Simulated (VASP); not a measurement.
# InP in VASP: single point with PBE

Aim: the single point of InP with PBE.

All numbers are computed with VASP 6.6.1; they aren't measurements. Logs are shortened: lines on timing, memory, paths and dates and some standing lists are left out, and cuts for length are marked.

### 1 The cell of the first run

The cell holds a slab with vacuum, 12 atoms: a = 3.918 Å, b = 5.540 Å, c = 31.794 Å, α = 90.00°, β = 90.00°, γ = 90.00°.

### 2 Single point, PBE

Input file INCAR:

```
  PREC = Accurate
  ENCUT = 520
  EDIFF = 1E-6
  ISMEAR = 0
  SIGMA = 0.1
  LREAL = F
  LASPH = T
  NELM = 100
  ALGO = Normal
  ISIF = 2
  LWAVE = F
  LCHARG = F
  LDIPOL = T
  IDIPOL = 3
  DIPOL = 0.5 0.5 0.500
  GGA = PE
  NBANDS = 66
```

Input file KPOINTS:

```
regular mesh
0
Gamma
  9 6 1
```

Input file POSCAR:

```
InP
1.0
    3.9175984287      0.0000000000      0.0000000000
    0.0000000000      5.5403208297      0.0000000000
    0.0000000000      0.0000000000     31.7939960717
In P
6 6
Direct
    0.5000000000      0.5000000000      0.3459772712
    0.0000000000      0.0000000000      0.4075863627
    0.5000000000      0.5000000000      0.4691954542
    0.0000000000      0.0000000000      0.5308045458
    0.5000000000      0.5000000000      0.5924136373
    0.0000000000      0.0000000000      0.6540227288
    0.5000000000      0.0000000000      0.3459772712
    0.0000000000      0.5000000000      0.4075863627
    0.5000000000      0.0000000000      0.4691954542
    0.0000000000      0.5000000000      0.5308045458
    0.5000000000      0.0000000000      0.5924136373
    0.0000000000      0.5000000000      0.6540227288
```

Potentials or basis: VASP PAW PBE potentials, release 64 (In_d, P).

Started as:

```sh
cat potpaw_PBE.64/In_d/POTCAR potpaw_PBE.64/P/POTCAR > POTCAR
mpirun -np 1 vasp_std > vasp.out
```

OUTCAR:

```text
PREC = Accurate
   ENCUT = 520
   EDIFF = 1E-6
   ISMEAR = 0
   LREAL = F
   LASPH = T
   NELM = 100
   ISIF = 2
   GGA = PE

 ion  position               nearest neighbor table
   1  0.500  0.500  0.346-   8 2.77   8 2.77   7 2.77   7 2.77   3 3.92   2 3.92   2 3.92   2 3.92
                             2 3.92
   2  0.000  0.000  0.408-   9 2.77   9 2.77   7 2.77   7 2.77   8 2.77   8 2.77   3 3.92   3 3.92
                             3 3.92   3 3.92   1 3.92   1 3.92   1 3.92   1 3.92   4 3.92
   3  0.500  0.500  0.469-   8 2.77   8 2.77   9 2.77   9 2.77  10 2.77  10 2.77   1 3.92   2 3.92
                             2 3.92   2 3.92   2 3.92   5 3.92   4 3.92   4 3.92   4 3.92   4 3.92
   4  0.000  0.000  0.531-  11 2.77  11 2.77  10 2.77  10 2.77   9 2.77   9 2.77   6 3.92   5 3.92
                             5 3.92   5 3.92   5 3.92   2 3.92   3 3.92   3 3.92   3 3.92   3 3.92
   5  0.500  0.500  0.592-  10 2.77  10 2.77  12 2.77  12 2.77  11 2.77  11 2.77   4 3.92   4 3.92
                             4 3.92   4 3.92   6 3.92   6 3.92   6 3.92   6 3.92   3 3.92
   6  0.000  0.000  0.654-  11 2.77  11 2.77  12 2.77  12 2.77   4 3.92   5 3.92   5 3.92   5 3.92
                             5 3.92
   7  0.500  0.000  0.346-   2 2.77   2 2.77   1 2.77   1 2.77
   8  0.000  0.500  0.408-   3 2.77   3 2.77   1 2.77   1 2.77   2 2.77   2 2.77
   9  0.500  0.000  0.469-   2 2.77   2 2.77   3 2.77   3 2.77   4 2.77   4 2.77
  10  0.000  0.500  0.531-   5 2.77   5 2.77   4 2.77   4 2.77   3 2.77   3 2.77
  11  0.500  0.000  0.592-   4 2.77   4 2.77   6 2.77   6 2.77   5 2.77   5 2.77
  12  0.000  0.500  0.654-   5 2.77   5 2.77   6 2.77   6 2.77

  LATTYP: Found a simple orthorhombic cell.
 ALAT       =     3.9175984287
 B/A-ratio  =     1.4142135623
 C/A-ratio  =     8.1156853236

  Lattice vectors:

 A1 = (   3.9175984287,   0.0000000000,   0.0000000000)
 A2 = (   0.0000000000,   5.5403208297,   0.0000000000)
 A3 = (   0.0000000000,   0.0000000000,  31.7939960717)

Analysis of symmetry for initial positions (statically):
=====================================================================
 Subroutine PRICEL returns:
 Original cell was already a primitive cell.

 Routine SETGRP: Setting up the symmetry group for a
 simple orthorhombic supercell.

 Subroutine GETGRP returns: Found  8 space group operations
 (whereof  4 operations were pure point group operations)
 out of a pool of  8 trial point group operations.

The static configuration has the point symmetry C_2v.
 The point group associated with its full space group is D_2h.

Analysis of symmetry for dynamics (positions and initial velocities):
=====================================================================
 Subroutine PRICEL returns:
 Original cell was already a primitive cell.

 Routine SETGRP: Setting up the symmetry group for a
 simple orthorhombic supercell.

 Subroutine GETGRP returns: Found  8 space group operations
 (whereof  4 operations were pure point group operations)
 out of a pool of  8 trial point group operations.

The dynamic configuration has the point symmetry C_2v.
 The point group associated with its full space group is D_2h.

 Subroutine INISYM returns: Found  8 space group operations
 (whereof  4 operations are pure point group operations),
 and found     1 'primitive' translations

----------------------------------------------------------------------------------------

                                     Primitive cell

  volume of cell :     690.0808

  direct lattice vectors                    reciprocal lattice vectors
     3.917598429  0.000000000  0.000000000     0.255258424  0.000000000  0.000000000
     0.000000000  5.540320830  0.000000000     0.000000000  0.180494962  0.000000000
     0.000000000  0.000000000 31.793996072     0.000000000  0.000000000  0.031452479

  length of vectors
     3.917598429  5.540320830 31.793996072     0.255258424  0.180494962  0.031452479

  position of ions in fractional coordinates (direct lattice)
     0.500000000  0.500000000  0.345977271
     0.000000000  0.000000000  0.407586363
     0.500000000  0.500000000  0.469195454
     0.000000000  0.000000000  0.530804546
     0.500000000  0.500000000  0.592413637
     0.000000000  0.000000000  0.654022729
     0.500000000  0.000000000  0.345977271
     0.000000000  0.500000000  0.407586363
     0.500000000  0.000000000  0.469195454
     0.000000000  0.500000000  0.530804546
     0.500000000  0.000000000  0.592413637
     0.000000000  0.500000000  0.654022729

  ion indices of the primitive-cell ions
   primitive index   ion index
                 1           1
                 2           2
                 3           3
                 4           4
                 5           5
                 6           6
                 7           7
                 8           8
                 9           9
                10          10
                11          11
                12          12

----------------------------------------------------------------------------------------

 KPOINTS: regular mesh

Automatic generation of k-mesh.
 Grid dimensions read from file:
 generate k-points for:    9    6    1

 Generating k-lattice:

  Cartesian coordinates                     Fractional coordinates (reciprocal lattice)
     0.028362047  0.000000000  0.000000000     0.111111111  0.000000000  0.000000000
     0.000000000  0.030082494  0.000000000     0.000000000  0.166666667  0.000000000
     0.000000000  0.000000000  0.031452479     0.000000000  0.000000000  1.000000000

  Length of vectors
     0.028362047  0.030082494  0.031452479

  Shift w.r.t. Gamma in fractional coordinates (k-lattice)
     0.000000000  0.000000000  0.000000000

 Subroutine IBZKPT returns following result:
 ===========================================

 Found     20 irreducible k-points:

 Following reciprocal coordinates:
            Coordinates               Weight
  0.000000  0.000000  0.000000      1.000000
  0.111111  0.000000  0.000000      2.000000
  0.222222  0.000000  0.000000      2.000000
  0.333333  0.000000  0.000000      2.000000
  0.444444  0.000000  0.000000      2.000000
  0.000000  0.166667  0.000000      2.000000
[... 12 lines left out ...]
  0.333333  0.500000  0.000000      2.000000
  0.444444  0.500000  0.000000      2.000000
   k-points           NKPTS =     20   k-points in BZ     NKDIM =     20   number of bands    NBANDS=     66
   number of dos      NEDOS =    301   number of ions     NIONS =     12
   total plane-waves  NPLWV = 302400
   dimension x,y,z NGX =    30 NGY =   42 NGZ =  240
   dimension x,y,z NGXF=    60 NGYF=   84 NGZF=  480
   ions per type =               6   6
   NGX,Y,Z   is equivalent  to a cutoff of  12.73, 12.60, 12.55 a.u.
   NGXF,Y,Z  is equivalent  to a cutoff of  25.46, 25.21, 25.10 a.u.
 SYSTEM =  unknown system
   PREC   = accura    normal or accurate (medium, high low for compatibility)
   ISTART =      0    job   : 0-new  1-cont  2-samecut
   ICHARG =      2    charge: 1-file 2-atom 10-const
   ISPIN  =      1    spin polarized calculation?
   LNONCOLLINEAR =      F non collinear calculations
   LSORBIT =      F    spin-orbit coupling
   LASPH  =      T    aspherical Exc in radial PAW
   ENCUT  =  520.0 eV  38.22 Ry    6.18 a.u.   7.28 10.30 59.12*2*pi/ulx,y,z
   NELM   =    100;   NELMIN=  2; NELMDL= -5     # of ELM steps
   EDIFF  = 0.1E-05   stopping-criterion for ELM
   LREAL  =      F    real-space projection
   EDIFFG = 0.1E-04   stopping-criterion for IOM
   NSW    =      0    number of steps for IOM
   IBRION =     -1    ionic relax: 0-MD 1-quasi-New 2-CG
   NFREE  =      0    steps in history (QN), initial steepest desc. (CG)
   ISIF   =      2    stress and relaxation
   ISYM   =      2    0-nonsym 1-usesym 2-fastsym
   POTIM  = 0.5000    time-step for ionic-motion
   TEBEG  =    0.0;   TEEND  =   0.0 temperature during run
   PSTRESS=    0.0 pullay stress
   NELECT =     108.0000    total number of electrons
   NUPDOWN=      -1.0000    fix difference up-down
   EMIN   =  10.00;   EMAX   =-10.00  energy-range for DOS
   EFERMI =   0.00;   METHOD = LEGACY
   ISMEAR =     0;   SIGMA  =   0.10  broadening in eV -4-tet -1-fermi 0-gaus
   EFERMI_NEDOS =   21; number of points for ismear=-14 and -15
   IALGO  =     38    algorithm
   IMIX   =      4    mixing-type and parameters
     AMIX     =   0.40;   BMIX     =  1.00
     AMIX_MAG =   1.60;   BMIX_MAG =  1.00
  volume/ion in A,a.u.               =      57.51       388.07
  Fermi-wavevector in a.u.,A,eV,Ry     =   0.882232  1.667177 10.589866  0.778333
  Thomas-Fermi vector in A             =   2.002835
   LORBIT       =      0    0 simple, 1 ext, 2 COOP (PROOUT), +10 PAW based schemes
   GGA     = PE    functional components
   LHFCALC =     F    Hartree Fock is set to
   AEXX    =    0.0000 exact exchange contribution
   IVDW    =     0    specifies the selected vdW correction
   LEPSILON=     F    determine dielectric tensor
   LRPA    =     F    only Hartree local field effects (RPA)
 non-spin polarized calculation
 Gauss-broadening in eV      SIGMA  =   0.10
  energy-cutoff  :      520.00
  volume of cell :      690.08
 maximum number of plane-waves:     18635
 NGX is ok and might be reduce to    30
   NGX = 15   NGY = 21   NGZ =119

 dipolmoment           0.000000      0.000000     -0.000000 electrons x Angstroem

 number of electron     108.0000048 magnetization

 dipolmoment           0.000000      0.000000      0.000000 electrons x Angstroem

 Free energy of the ion-electron system (eV)
  ---------------------------------------------------
  ext. energy  EPLUGINS =         0.00000000
  ---------------------------------------------------
  free energy    TOTEN  =       -45.81850956 eV

  energy without entropy =      -45.79050842  energy(sigma->0) =      -45.80450899

 E-fermi :  -0.2807     XC(G=0):  -4.3921

 val. band max:       -0.3044267409   @ k =   0.2222   0.5000   0.0000
 cond. band min:      -0.2750741750   @ k =   0.1111   0.3333   0.0000
 fundamental gap:      0.0293525659
 Fermi energy:        -0.2806943242

 k-point     1 :       0.0000    0.0000    0.0000
  band No.  band energies     occupation
      1     -14.7513      2.00000
      2     -14.7118      2.00000
      3     -14.6574      2.00000
      4     -14.6254      2.00000
      5     -14.6224      2.00000
      6     -14.6219      2.00000
[... 58 lines left out ...]
     65       4.2122      0.00000
     66       4.3914      0.00000

 k-point     2 :       0.1111    0.0000    0.0000
  band No.  band energies     occupation
      1     -14.7412      2.00000
      2     -14.7125      2.00000
      3     -14.6598      2.00000
      4     -14.6305      2.00000
      5     -14.6305      2.00000
      6     -14.6185      2.00000
[... 58 lines left out ...]
     65       4.1640      0.00000
     66       4.5237      0.00000

 k-point     3 :       0.2222    0.0000    0.0000
  band No.  band energies     occupation
      1     -14.7242      2.00000
      2     -14.7221      2.00000
      3     -14.6745      2.00000
      4     -14.6501      2.00000
      5     -14.6461      2.00000
      6     -14.6072      2.00000
[... 1162 lines left out ...]
     65       3.9177      0.00000
     66       3.9180      0.00000

 k-point    20 :       0.4444    0.5000    0.0000
  band No.  band energies     occupation
      1     -14.7186      2.00000
      2     -14.7186      2.00000
      3     -14.6142      2.00000
      4     -14.6142      2.00000
      5     -14.6092      2.00000
      6     -14.6092      2.00000
[... 58 lines left out ...]
     65       3.6356      0.00000
     66       3.6356      0.00000

------------------------ aborting loop because EDIFF is reached ----------------------------------------

 vacuum level on the upper side and lower side of the slab       (xc-potential included)        -0.006        -0.006

  FORCE on cell =-STRESS in cart. coord.  units (eV):
  Direction    XX          YY          ZZ          XY          YZ          ZX
  --------------------------------------------------------------------------------------
  -------------------------------------------------------------------------------------
  Total       -2.1588837     -5.5580463     -2.8183383      0.0000000      0.0000000      0.0000000
  in kB       -5.0123326    -12.9042507     -6.5434043      0.0000000      0.0000000      0.0000000
  external PRESSURE =      -8.1533292 kB  Pullay stress =       0.0000000 kB

 VOLUME and BASIS-vectors are now :
 -----------------------------------------------------------------------------
  energy-cutoff  :      520.00
  volume of cell :      690.08
      direct lattice vectors                 reciprocal lattice vectors
     3.917598429  0.000000000  0.000000000     0.255258424  0.000000000  0.000000000
     0.000000000  5.540320830  0.000000000     0.000000000  0.180494962  0.000000000
     0.000000000  0.000000000 31.793996072     0.000000000  0.000000000  0.031452479

 POSITION                                       TOTAL-FORCE (eV/Angst)
 -----------------------------------------------------------------------------------
      1.95880      2.77016     11.00000         0.000000      0.000000      0.456258
      0.00000      0.00000     12.95880         0.000000      0.000000     -0.576470
      1.95880      2.77016     14.91760         0.000000      0.000000      0.155288
      0.00000      0.00000     16.87640         0.000000      0.000000     -0.155288
      1.95880      2.77016     18.83520         0.000000      0.000000      0.576470
      0.00000      0.00000     20.79400         0.000000      0.000000     -0.456258
      1.95880      0.00000     11.00000         0.000000      0.000000      0.335636
      0.00000      2.77016     12.95880         0.000000      0.000000     -0.392937
      1.95880      0.00000     14.91760         0.000000      0.000000      0.187686
      0.00000      2.77016     16.87640         0.000000      0.000000     -0.187686
      1.95880      0.00000     18.83520         0.000000      0.000000      0.392937
      0.00000      2.77016     20.79400         0.000000      0.000000     -0.335636
 -----------------------------------------------------------------------------------
    total drift:                                0.000000      0.000000      0.000000

  FREE ENERGIE OF THE ION-ELECTRON SYSTEM (eV)
  ---------------------------------------------------
  free  energy   TOTEN  =       -45.8185095648 eV

  energy  without entropy=      -45.7905084199  energy(sigma->0) =      -45.80450899

 vacuum level on the upper side and lower side of the slab         4.233         4.233
```

Run time: 35 min. Hardware: 1 thread of Intel Xeon 8259CL, shared host; peak memory 1 GiB.

What came out:

```yaml
Free_energy: -45.8185 eV
Largest_force: 0.576 eV/Å
Band_gap_on_the_k_mesh: zero (bands 54 and 55 overlap by 1.10 eV)
```

Forces on the atoms (eV/Å):
```
In   0.000  0.000  0.456
In   0.000  0.000 -0.576
In   0.000  0.000  0.155
In   0.000  0.000 -0.155
In   0.000  0.000  0.576
In   0.000  0.000 -0.456
P    0.000  0.000  0.336
P    0.000  0.000 -0.393
P    0.000  0.000  0.188
P    0.000  0.000 -0.188
P    0.000  0.000  0.393
P    0.000  0.000 -0.336
```

Caveat: spin-orbit coupling is left out, which moves the levels of the heavy elements.

The gap in the log of VASP goes by the Fermi energy; the results here count the filled bands.